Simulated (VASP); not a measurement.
# GaW2 (Fm-3m) in VASP: further runs

The runs below take GaW2 through single point, relaxation of cell and atoms, with PBE.

Everything below comes from runs of VASP 6.6.1. Logs are shortened: lines on timing, memory, paths and dates and some standing lists are left out, and cuts for length are marked.

### 1 The cell of the first run

Symmetry: Fm-3m, No. 225, cubic system. Conventional cell: a = 5.949 Å, b = 5.949 Å, c = 5.949 Å, α = 90.00°, β = 90.00°, γ = 90.00°. Ga (site symmetry m-3m) has 8 W at 2.58 Å within 3.4 Å. Within 3.4 Å of W (site symmetry -43m) lie 4 Ga at 2.58 Å and 6 W at 2.97 Å.

### 2 Single point, PBE

Contents of INCAR:

```
SYSTEM = GaW2
  ALGO = Normal
  EDIFF = 1E-7
  ENCUT = 520
  GGA = PE
  ISIF = 2
  ISMEAR = 0
  LASPH = .TRUE.
  LCHARG = .FALSE.
  LREAL = .FALSE.
  LWAVE = .FALSE.
  NBANDS = 28
  NELM = 80
  PREC = Accurate
  SIGMA = 0.1
```

Contents of KPOINTS:

```
k-points
0
G
  6 6 6
  0 0 0
```

Contents of POSCAR:

```
GaW2
1.0
    0.0000000000      2.9746410951      2.9746410951
    2.9746410951      0.0000000000      2.9746410951
    2.9746410951      2.9746410951      0.0000000000
Ga W
1 2
Direct
    0.0000000000      0.0000000000      0.0000000000
    0.2500000000      0.2500000000      0.2500000000
    0.7500000000      0.7500000000      0.7500000000
```

Potentials or basis: VASP PAW PBE potentials, release 64 (Ga_d, W_sv).

The run is started by

```console
cat potpaw_PBE.64/Ga_d/POTCAR potpaw_PBE.64/W_sv/POTCAR > POTCAR
mpirun -np 1 vasp_std > vasp.out
```

OUTCAR:

```text
SYSTEM = GaW2
   EDIFF = 1E-7
   ENCUT = 520
   GGA = PE
   ISIF = 2
   ISMEAR = 0
   LASPH = .TRUE.
   LREAL = .FALSE.
   NELM = 80
   PREC = Accurate

 ion  position               nearest neighbor table
   1  0.000  0.000  0.000-   3 2.58   3 2.58   3 2.58   2 2.58   3 2.58   2 2.58   2 2.58   2 2.58

   2  0.250  0.250  0.250-   1 2.58   1 2.58   1 2.58   1 2.58   3 2.97   3 2.97   3 2.97   3 2.97
                             3 2.97   3 2.97
   3  0.750  0.750  0.750-   1 2.58   1 2.58   1 2.58   1 2.58   2 2.97   2 2.97   2 2.97   2 2.97
                             2 2.97   2 2.97

  LATTYP: Found a face centered cubic cell.
 ALAT       =     5.9492821902

  Lattice vectors:

 A1 = (   0.0000000000,   2.9746410951,   2.9746410951)
 A2 = (   2.9746410951,   0.0000000000,   2.9746410951)
 A3 = (   2.9746410951,   2.9746410951,   0.0000000000)

Analysis of symmetry for initial positions (statically):
=====================================================================
 Subroutine PRICEL returns:
 Original cell was already a primitive cell.

 Routine SETGRP: Setting up the symmetry group for a
 face centered cubic supercell.

 Subroutine GETGRP returns: Found 48 space group operations
 (whereof 48 operations were pure point group operations)
 out of a pool of 48 trial point group operations.

The static configuration has the point symmetry O_h .

Analysis of symmetry for dynamics (positions and initial velocities):
=====================================================================
 Subroutine PRICEL returns:
 Original cell was already a primitive cell.

 Routine SETGRP: Setting up the symmetry group for a
 face centered cubic supercell.

 Subroutine GETGRP returns: Found 48 space group operations
 (whereof 48 operations were pure point group operations)
 out of a pool of 48 trial point group operations.

The dynamic configuration has the point symmetry O_h .

 Subroutine INISYM returns: Found 48 space group operations
 (whereof 48 operations are pure point group operations),
 and found     1 'primitive' translations

----------------------------------------------------------------------------------------

                                     Primitive cell

  volume of cell :      52.6422

  direct lattice vectors                    reciprocal lattice vectors
     0.000000000  2.974641095  2.974641095    -0.168087505  0.168087505  0.168087505
[... 77 lines left out ...]
   ENCUT  =  520.0 eV  38.22 Ry    6.18 a.u.   7.82  7.82  7.82*2*pi/ulx,y,z
   NELM   =     80;   NELMIN=  2; NELMDL= -5     # of ELM steps
   EDIFF  = 0.1E-06   stopping-criterion for ELM
   LREAL  =      F    real-space projection
   EDIFFG = 0.1E-05   stopping-criterion for IOM
   NSW    =      0    number of steps for IOM
   IBRION =     -1    ionic relax: 0-MD 1-quasi-New 2-CG
   NFREE  =      0    steps in history (QN), initial steepest desc. (CG)
   ISIF   =      2    stress and relaxation
   ISYM   =      2    0-nonsym 1-usesym 2-fastsym
   POTIM  = 0.5000    time-step for ionic-motion
   TEBEG  =    0.0;   TEEND  =   0.0 temperature during run
   PSTRESS=    0.0 pullay stress
   NELECT =      41.0000    total number of electrons
   NUPDOWN=      -1.0000    fix difference up-down
   EMIN   =  10.00;   EMAX   =-10.00  energy-range for DOS
   EFERMI =   0.00;   METHOD = LEGACY
   ISMEAR =     0;   SIGMA  =   0.10  broadening in eV -4-tet -1-fermi 0-gaus
   EFERMI_NEDOS =   21; number of points for ismear=-14 and -15
   IALGO  =     38    algorithm
   IMIX   =      4    mixing-type and parameters
     AMIX     =   0.40;   BMIX     =  1.00
     AMIX_MAG =   1.60;   BMIX_MAG =  1.00
  volume/ion in A,a.u.               =      17.55       118.42
  Fermi-wavevector in a.u.,A,eV,Ry     =   1.506231  2.846364 30.867965  2.268731
  Thomas-Fermi vector in A             =   2.616976
   LORBIT       =      0    0 simple, 1 ext, 2 COOP (PROOUT), +10 PAW based schemes
   GGA     = PE    functional components
   LHFCALC =     F    Hartree Fock is set to
   AEXX    =    0.0000 exact exchange contribution
   IVDW    =     0    specifies the selected vdW correction
   LEPSILON=     F    determine dielectric tensor
   LRPA    =     F    only Hartree local field effects (RPA)
 non-spin polarized calculation
 Gauss-broadening in eV      SIGMA  =   0.10
  energy-cutoff  :      520.00
  volume of cell :       52.64
 maximum number of plane-waves:      1435
   NGX = 15   NGY = 15   NGZ = 15

 number of electron      41.0000016 magnetization

 Free energy of the ion-electron system (eV)
  ---------------------------------------------------
  ext. energy  EPLUGINS =         0.00000000
  ---------------------------------------------------
  free energy    TOTEN  =       -25.71471159 eV

  energy without entropy =      -25.70318470  energy(sigma->0) =      -25.70894814

 E-fermi :   8.6053     XC(G=0): -12.3823

 val. band max:        8.5845111201   @ k =   0.5000   0.3333   0.0000
 cond. band min:       8.7179207840   @ k =   0.3333   0.0000   0.0000
 fundamental gap:      0.1334096640
 Fermi energy:         8.6053178330

 k-point     1 :       0.0000    0.0000    0.0000
  band No.  band energies     occupation
      1     -65.7324      2.00000
      2     -65.6716      2.00000
      3     -30.0556      2.00000
      4     -30.0556      2.00000
      5     -30.0556      2.00000
      6     -29.7363      2.00000
[... 485 lines left out ...]
     27      13.2068      0.00000
     28      16.8607      0.00000

------------------------ aborting loop because EDIFF is reached ----------------------------------------

  FORCE on cell =-STRESS in cart. coord.  units (eV):
  Direction    XX          YY          ZZ          XY          YZ          ZX
  --------------------------------------------------------------------------------------
  -------------------------------------------------------------------------------------
  Total        0.1683290      0.1683290      0.1683290      0.0000000      0.0000000      0.0000000
  in kB        5.1231355      5.1231355      5.1231355      0.0000000      0.0000000      0.0000000
  external PRESSURE =       5.1231355 kB  Pullay stress =       0.0000000 kB

 VOLUME and BASIS-vectors are now :
 -----------------------------------------------------------------------------
  energy-cutoff  :      520.00
  volume of cell :       52.64
      direct lattice vectors                 reciprocal lattice vectors
     0.000000000  2.974641095  2.974641095    -0.168087505  0.168087505  0.168087505
     2.974641095  0.000000000  2.974641095     0.168087505 -0.168087505  0.168087505
     2.974641095  2.974641095  0.000000000     0.168087505  0.168087505 -0.168087505

 POSITION                                       TOTAL-FORCE (eV/Angst)
 -----------------------------------------------------------------------------------
      0.00000      0.00000      0.00000        -0.000000     -0.000000     -0.000000
      1.48732      1.48732      1.48732        -0.000000     -0.000000     -0.000000
      4.46196      4.46196      4.46196         0.000000      0.000000      0.000000
 -----------------------------------------------------------------------------------
    total drift:                                0.000000     -0.000000      0.000000

  FREE ENERGIE OF THE ION-ELECTRON SYSTEM (eV)
  ---------------------------------------------------
  free  energy   TOTEN  =       -25.7147115915 eV

  energy  without entropy=      -25.7031846959  energy(sigma->0) =      -25.70894814
```

stdout:

```text
POSCAR found type information on POSCAR GaW
 POSCAR found :  2 types and       3 ions
 scaLAPACK will be used
 LDA part: xc-table for (Slater+PW92), standard interpolation
 POSCAR, INCAR and KPOINTS ok, starting setup
 FFT: planning ... GRIDC
 FFT: planning ... GRID_SOFT
 FFT: planning ... GRID
 WAVECAR not read
 entering main loop
```

Run time: 9.4 s. Hardware: 1 thread of Intel Xeon 6975P-C (Granite Rapids), shared host; peak memory 0.18 GiB.

Results:

```
Free energy            : -25.7147 eV
Pressure               : 0.5 GPa
Band gap on the k mesh : zero (an odd number of electrons rules out a gap without spin polarisation)
```

Levels at points of the mesh, in eV from the Fermi level:
```csv
k point,band 16,band 17,band 18,band 19,band 20,band 21,band 22,band 23,band 24,band 25
"(0.00, 0.00, 0.00)",-4.40,-4.40,-3.30,-3.30,2.31,2.31,2.31,3.20,4.30,4.30
"(0.50, 0.00, 0.00)",-3.07,-3.07,-1.39,-1.39,-0.54,-0.28,-0.28,-0.10,-0.05,-0.05
"(0.50, 0.50, 0.00)",-2.86,-2.73,-2.70,-1.54,-1.54,0.47,0.47,0.95,0.95,2.49
```

Caveat: spin-orbit coupling is left out, which moves the levels of the heavy elements.

### 3 Relaxation of cell and atoms, PBE

This run uses another cell than the first one, of 16.19 Å³/atom.

Contents of INCAR:

```
SYSTEM = GaW2
PREC     = Accurate       ! precision mode
ENCUT    = 600            ! plane-wave cutoff, eV
EDIFF    = 1E-7           ! SCF threshold, eV
ISMEAR   = 0              ! smearing method
SIGMA    = 0.1            ! smearing width, eV
LREAL    = .False.        ! projectors in reciprocal space
LASPH    = .True.         ! aspherical terms in the spheres
NELM     = 100            ! most SCF steps
ALGO     = Normal         ! electronic algorithm
ISIF     = 3              ! what is computed and relaxed
LWAVE    = .False.        ! write WAVECAR
LCHARG   = .False.        ! write CHGCAR
GGA      = PE             ! functional
IBRION   = 2              ! ionic algorithm
NSW      = 90             ! ionic steps
EDIFFG   = -0.04          ! ionic threshold
```

Contents of KPOINTS:

```
regular mesh
0
Gamma
  6 6 6
  0 0 0
```

Contents of POSCAR:

```
GaW2
1.0
    0.0000000000      2.8956216200      2.8956216200
    2.8956216200      0.0000000000      2.8956216200
    2.8956216200      2.8956216200      0.0000000000
Ga W
1 2
Direct
    0.0000000000      0.0000000000      0.0000000000
    0.2500000000      0.2500000000      0.2500000000
    0.7500000000      0.7500000000      0.7500000000
```

Potentials or basis: VASP PAW PBE potentials, release 64 (Ga_d, W_sv).

The run is started by

```console
cat potpaw_PBE.64/Ga_d/POTCAR potpaw_PBE.64/W_sv/POTCAR > POTCAR
mpirun -np 1 vasp_std > vasp.out
```

Wall time 57 s (1 thread of Intel Xeon 6975P-C (Granite Rapids), shared host); peak memory 0.21 GiB.

It converged, with:

* Free energy: -25.7113 eV
* Relaxed volume: 17.60 Å³/atom
* Relaxed cell: a = 4.211 Å, b = 4.211 Å, c = 4.211 Å, α = 60.00°, β = 60.00°, γ = 60.00°
* Space group after relaxing (to 0.1 Å): Fm-3m (No. 225)
* Energy gained by relaxing: 77.8 meV/atom
* Ionic steps: 4
* Pressure after relaxing: -0.1 GPa

Step by step:
```tsv
step	energy change (eV)	largest force (eV/Å)	pressure (GPa)	volume (Å³)
1	0.0000	0.0000	19.08	48.56
2	0.6765	0.0000	-23.28	63.40
3	-0.2325	0.0000	-1.02	53.07
4	-0.2334	0.0000	-0.09	52.81
```

Final structure:
```yaml
crystal:
  lattice:
    - [0.00000, 2.97788, 2.97788]
    - [2.97788, 0.00000, 2.97788]
    - [2.97788, 2.97788, 0.00000]
  atoms:
    - { symbol: Ga, position: [0.00000, 0.00000, 0.00000] }
    - { symbol: W, position: [0.25000, 0.25000, 0.25000] }
    - { symbol: W, position: [0.75000, 0.75000, 0.75000] }
```

Levels at points of the mesh, in eV from the Fermi level:
```csv
k point,band 16,band 17,band 18,band 19,band 20,band 21,band 22,band 23,band 24
"(0.00, 0.00, 0.00)",-4.40,-4.40,-3.30,-3.30,2.29,2.29,2.29,3.18,4.27
"(0.50, 0.00, 0.00)",-3.07,-3.07,-1.39,-1.39,-0.55,-0.29,-0.29,-0.12,-0.06
"(0.50, 0.50, 0.00)",-2.87,-2.73,-2.71,-1.55,-1.55,0.46,0.46,0.94,0.94
```

Caveat: the highest band is partly filled, so the run has too few bands; spin-orbit coupling is left out, which moves the levels of the heavy elements.

### 4 Single point, PBE

Contents of INCAR:

```
SYSTEM = GaW2
  PREC = Accurate
  ENCUT = 520
  EDIFF = 1E-6
  ISMEAR = 0
  SIGMA = 0.1
  LREAL = .False.
  LASPH = .True.
  NELM = 100
  ALGO = Fast
  ISIF = 2
  LWAVE = .False.
  LCHARG = .True.
  GGA = PE
  LELF = .True.
  LVHAR = .True.
  NBANDS = 28
```

Contents of KPOINTS:

```
Automatic mesh
0
Gamma
  14 14 14
  0 0 0
```

Contents of POSCAR:

```
GaW2
1.0
    0.0000000000      2.9754405652      2.9754405652
    2.9754405652      0.0000000000      2.9754405652
    2.9754405652      2.9754405652      0.0000000000
Ga W
1 2
Direct
    0.0000000000      0.0000000000      0.0000000000
    0.2500000000      0.2500000000      0.2500000000
    0.7500000000      0.7500000000      0.7500000000
```

Potentials or basis: VASP PAW PBE potentials, release 64 (Ga_d, W_sv).

The run is started by

```console
cat potpaw_PBE.64/Ga_d/POTCAR potpaw_PBE.64/W_sv/POTCAR > POTCAR
mpirun -np 1 vasp_std > vasp.out
```

OUTCAR:

```text
SYSTEM = GaW2
   PREC = Accurate
   ENCUT = 520
   EDIFF = 1E-6
   ISMEAR = 0
   LREAL = .False.
   LASPH = .True.
   NELM = 100
   ISIF = 2
   GGA = PE

 ion  position               nearest neighbor table
   1  0.000  0.000  0.000-   2 2.58   3 2.58   3 2.58   3 2.58   3 2.58   2 2.58   2 2.58   2 2.58

   2  0.250  0.250  0.250-   1 2.58   1 2.58   1 2.58   1 2.58   3 2.98   3 2.98   3 2.98   3 2.98
                             3 2.98   3 2.98
   3  0.750  0.750  0.750-   1 2.58   1 2.58   1 2.58   1 2.58   2 2.98   2 2.98   2 2.98   2 2.98
                             2 2.98   2 2.98

  LATTYP: Found a face centered cubic cell.
 ALAT       =     5.9508811304

  Lattice vectors:

 A1 = (   0.0000000000,   2.9754405652,   2.9754405652)
 A2 = (   2.9754405652,   0.0000000000,   2.9754405652)
 A3 = (   2.9754405652,   2.9754405652,   0.0000000000)

Analysis of symmetry for initial positions (statically):
=====================================================================
 Subroutine PRICEL returns:
 Original cell was already a primitive cell.

 Routine SETGRP: Setting up the symmetry group for a
 face centered cubic supercell.

[... 168 lines left out ...]

 E-fermi :   8.5954     XC(G=0): -12.3784

 val. band max:        8.5694047261   @ k =   0.4286   0.0714   0.0000
 cond. band min:       8.5973981261   @ k =   0.3571   0.0714   0.0000
 fundamental gap:      0.0279934001
 Fermi energy:         8.5953800585

 k-point     1 :       0.0000    0.0000    0.0000
  band No.  band energies     occupation
      1     -65.7440      2.00000
      2     -65.6835      2.00000
      3     -30.0675      2.00000
      4     -30.0675      2.00000
      5     -30.0675      2.00000
      6     -29.7489      2.00000
[... 733 lines left out ...]
     27      14.5918      0.00000
     28      14.6498      0.00000

 [... further k-points ...]

------------------------ aborting loop because EDIFF is reached ----------------------------------------

  FORCE on cell =-STRESS in cart. coord.  units (eV):
  Direction    XX          YY          ZZ          XY          YZ          ZX
  --------------------------------------------------------------------------------------
  -------------------------------------------------------------------------------------
  Total        0.1241480      0.1241480      0.1241480     -0.0000000      0.0000000      0.0000000
  in kB        3.7754297      3.7754297      3.7754297     -0.0000000      0.0000000      0.0000000
  external PRESSURE =       3.7754297 kB  Pullay stress =       0.0000000 kB

 VOLUME and BASIS-vectors are now :
 -----------------------------------------------------------------------------
  energy-cutoff  :      520.00
  volume of cell :       52.68
      direct lattice vectors                 reciprocal lattice vectors
     0.000000000  2.975440565  2.975440565    -0.168042342  0.168042342  0.168042342
     2.975440565  0.000000000  2.975440565     0.168042342 -0.168042342  0.168042342
     2.975440565  2.975440565  0.000000000     0.168042342  0.168042342 -0.168042342

 POSITION                                       TOTAL-FORCE (eV/Angst)
 -----------------------------------------------------------------------------------
      0.00000      0.00000      0.00000         0.000000      0.000000      0.000000
      1.48772      1.48772      1.48772         0.000000      0.000000     -0.000000
      4.46316      4.46316      4.46316        -0.000000     -0.000000      0.000000
 -----------------------------------------------------------------------------------
    total drift:                                0.000000     -0.000000      0.000000

  FREE ENERGIE OF THE ION-ELECTRON SYSTEM (eV)
  ---------------------------------------------------
  free  energy   TOTEN  =       -25.6729649209 eV

  energy  without entropy=      -25.6580913016  energy(sigma->0) =      -25.66552811
```

OSZICAR:

```text
N       E                     dE             d eps       ncg     rms          rms(c)
DAV:   1     0.416558962375E+03    0.41656E+03   -0.23375E+04  6440   0.218E+03
DAV:   2     0.273917485497E+01   -0.41382E+03   -0.40466E+03  6136   0.558E+02
DAV:   3    -0.263932785852E+02   -0.29132E+02   -0.28112E+02  6776   0.132E+02
DAV:   4    -0.272184310288E+02   -0.82515E+00   -0.81492E+00  7236   0.219E+01
DAV:   5    -0.272327344124E+02   -0.14303E-01   -0.14281E-01  6756   0.279E+00    0.227E+01
RMM:   6    -0.258138943024E+02    0.14188E+01   -0.25243E+00  7299   0.902E+00    0.825E+00
RMM:   7    -0.256895355638E+02    0.12436E+00   -0.15316E+00  7990   0.739E+00    0.115E+00
RMM:   8    -0.256746595918E+02    0.14876E-01   -0.11840E-01  7613   0.236E+00    0.852E-01
RMM:   9    -0.256728607141E+02    0.17989E-02   -0.14332E-02  9201   0.864E-01    0.174E-01
RMM:  10    -0.256730782655E+02   -0.21755E-03   -0.66771E-03  8218   0.546E-01    0.189E-01
RMM:  11    -0.256729899521E+02    0.88313E-04   -0.88183E-04  9366   0.238E-01    0.914E-02
RMM:  12    -0.256729637744E+02    0.26178E-04   -0.26567E-04  8409   0.114E-01    0.257E-02
RMM:  13    -0.256729647054E+02   -0.93099E-06   -0.45468E-05  8506   0.556E-02    0.958E-03
RMM:  14    -0.256729660870E+02   -0.13816E-05   -0.95689E-06  7158   0.249E-02    0.139E-02
RMM:  15    -0.256729647240E+02    0.13630E-05   -0.48702E-06  6717   0.173E-02    0.178E-03
RMM:  16    -0.256729649209E+02   -0.19685E-06   -0.84177E-07  4974   0.881E-03
   1 F= -.25672965E+02 E0= -.25665528E+02  d E =-.148736E-01
```

It took 62 s on 1 thread of Intel Xeon 6975P-C (Granite Rapids), shared host; peak memory 0.27 GiB.

Results:

* Free energy: -25.6730 eV
* Pressure: 0.4 GPa
* Band gap on the k mesh: zero (an odd number of electrons rules out a gap without spin polarisation)

Levels at points of the mesh, in eV from the Fermi level:
| k point | band 18 | band 19 | band 20 | band 21 | band 22 | band 23 |
| --- | --- | --- | --- | --- | --- | --- |
| (0.00, 0.00, 0.00) | -3.31 | -3.31 | 2.31 | 2.31 | 2.31 | 3.20 |
| (0.50, 0.00, 0.00) | -1.39 | -1.39 | -0.54 | -0.28 | -0.28 | -0.10 |
| (0.50, 0.50, 0.00) | -2.70 | -1.54 | -1.54 | 0.47 | 0.47 | 0.95 |

Caveat: spin-orbit coupling is left out, which moves the levels of the heavy elements.

[end of part 1 of 2]

The gap in the log of VASP goes by the Fermi energy; the results here count the filled bands.